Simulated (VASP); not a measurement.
Runs of VASP 6.6.1 on SiC (Moissanite 6H). The structure is that of space group P6_3mc (No. 186), or close to it. The cells are those of the table. 

```tsv
level	cell	gap on the mesh (eV)	pressure (GPa)	largest force (eV/Å)
BLYP	a = 3.053, b = 3.053, c = 14.965 Å, angles 90.0, 90.0, 120.0°, 12 atoms	(c)	(a)	0.15
RPBE+D3(BJ)	a = 3.053, b = 3.053, c = 14.965 Å, angles 90.0, 90.0, 120.0°, 12 atoms	(b)	-10.9	0.15
PBEsol	a = 3.136, b = 3.136, c = 15.370 Å, angles 90.0, 90.0, 120.0°, 12 atoms	1.92	-10.5	0.14
PBEsol	a = 3.156, b = 3.156, c = 15.468 Å, angles 90.0, 90.0, 120.0°, 12 atoms	1.92	-13.7	0.13
RPBE+D3(BJ)	a = 3.136, b = 3.136, c = 15.370 Å, angles 90.0, 90.0, 120.0°, 12 atoms	2.05	-24.8	0.13
```

Alike in all rows: task single point; potentials or basis VASP PAW PBE potentials, release 64 (Si, C); no spin polarisation; k mesh 10 × 10 × 2; cutoff (eV) 520; smearing fermi-dirac 0.05 eV.

Question: Estimate the missing entries.

Answer: (a) 15.0; (b) 2.02; (c) 2.33.

Caveats: the PAW data sets were made with another functional, which shifts forces and pressure a little.

A k mesh can miss the band edges.
